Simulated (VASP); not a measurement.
A run of VASP 6.6.1:

Contents of INCAR:

```
ALGO = Fast
EDIFF = 1E-6
ENCUT = 520
GGA = PS
ISIF = 2
ISMEAR = 0
LASPH = T
LCHARG = F
LREAL = F
LWAVE = F
NBANDS = 14
NELM = 100
PREC = Accurate
SIGMA = 0.15
```

The input KPOINTS:

```
k-points
0
Gamma
  22 22 22
```

POSCAR

```
Rh
1.0
    0.0000000000      1.9490887500      1.8540112500
    1.9490887500      0.0000000000      1.8540112500
    1.9490887500      1.9490887500      0.0000000000
Rh
1
Direct
    0.0000000000      0.0000000000      0.0000000000
```

Potentials or basis: VASP PAW PBE potentials, release 64 (Rh_pv).

Launch:

```sh
$ cat potpaw_PBE.64/Rh_pv/POTCAR > POTCAR
$ mpirun -np 1 vasp_std > vasp.out
```

Hardware: 1 thread of AMD EPYC 9R45 96-Core Processor (Zen 5), on a shared host.

How long does it take, and how much memory?

It took 96 s on 1 thread of AMD EPYC 9R45 96-Core Processor (Zen 5), with other jobs on the host, peak memory 0.22 GiB. Counts: scf iterations 11, k points 834.
